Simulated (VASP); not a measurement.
A run of VASP 6.6.1 is set up as follows.

The input INCAR:

```
SYSTEM = NbTlTe4
  PREC = Accurate
  ENCUT = 520
  EDIFF = 1E-6
  ISMEAR = 0
  SIGMA = 0.01
  LREAL = .FALSE.
  LASPH = .TRUE.
  NELM = 80
  ALGO = Normal
  ISIF = 2
  LWAVE = .FALSE.
  LCHARG = .TRUE.
  GGA = PE
  LELF = .TRUE.
  LVHAR = .TRUE.
  NBANDS = 34
```

KPOINTS

```
regular mesh
0
G
  8 8 8
  0 0 0
```

POSCAR

```
NbTlTe4
1.0
   -4.4720374950      4.4720374950      2.7505572123
    4.4720374950     -4.4720374950      2.7505572123
    4.4720374950      4.4720374950     -2.7505572123
Nb Tl Te
1 1 4
Direct
    0.8766552209      0.8766552209      0.0000000000
    0.3766438520      0.3766438520      0.0000000000
    0.8769306043      0.5759152159      0.6989846117
    0.8769306043      0.1779459926      0.3010153883
    0.1779459926      0.8769306043      0.3010153883
    0.5759152159      0.8769306043      0.6989846117
```

Potentials or basis: VASP PAW PBE potentials, release 64 (Nb_sv, Tl_d, Te).

The run is started by

```sh
$ cat potpaw_PBE.64/Nb_sv/POTCAR potpaw_PBE.64/Tl_d/POTCAR potpaw_PBE.64/Te/POTCAR > POTCAR
$ mpirun -np 1 vasp_std > vasp.out
```

Q: What does it give for the band gap on the k mesh?

A: Zero (bands 25 and 26 overlap by 0.94 eV).

Q: Estimate the largest force.

A: 0.011 eV/Å.

Q: Predict the pressure.

A: -0.1 GPa.

Forces on the atoms (eV/Å):
```
Nb   0.000  0.000  0.001
Tl   0.000  0.000  0.001
Te   0.011  0.000  0.000
Te  -0.011  0.000  0.000
Te   0.000 -0.011  0.000
Te   0.000  0.011  0.000
```

Caveat: spin-orbit coupling is left out, which moves the levels of the heavy elements.
